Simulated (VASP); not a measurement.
Set up this calculation in VASP 6.6.1, as the native input.

| Item | Value |
| --- | --- |
| Task | single point |
| Functional | PBEsol |
| Potentials or basis | VASP PAW PBE potentials, release 64 (Ag) |
| Cutoff | 520 eV |
| k mesh | 20 × 20 × 20 |
| Occupations | gaussian, width 0.15 eV |
| Spin | no spin polarisation |
| Dipole correction | no |
| Further INCAR settings | ALGO = Fast; EDIFF = 1e-06; NBANDS = 12 |

The structure of Ag lies in POSCAR:

```
Ag
1.0
   -1.6121930825      1.6556540000      1.6121930825
    1.6991149175     -1.6556540000      1.6991149175
    1.6121930825      1.6556540000     -1.6121930825
Ag
1
Direct
    0.0000000000      0.0000000000      0.0000000000
```

This cell differs from its parent crystal: strain +0.0525 x Voigt [0, 0, 0, 0, 1, 0].

These files were run (other wordings do the same):

INCAR

```
  PREC = Accurate
  ENCUT = 520
  EDIFF = 1E-6
  ISMEAR = 0
  SIGMA = 0.15
  LREAL = F
  LASPH = T
  NELM = 100
  ALGO = Fast
  ISIF = 2
  LWAVE = F
  LCHARG = F
  GGA = PS
  NBANDS = 12
```

KPOINTS

```
Automatic mesh
0
Gamma
  20 20 20
```

Potentials or basis: VASP PAW PBE potentials, release 64 (Ag).

Run with:

```sh
$ cat potpaw_PBE.64/Ag/POTCAR > POTCAR
$ mpirun -np 1 vasp_std > vasp.out
```

It gave:

The pressure is -7.0 GPa.

Caveat: the cell differs from its parent crystal (strain +0.0525 x Voigt [0, 0, 0, 0, 1, 0]); the PAW data sets were made with another functional, which shifts forces and pressure a little.

Wall time 2.7 min on 1 thread of AMD EPYC 7R13 Processor (Zen 3), with other jobs on the host, peak memory 0.31 GiB.
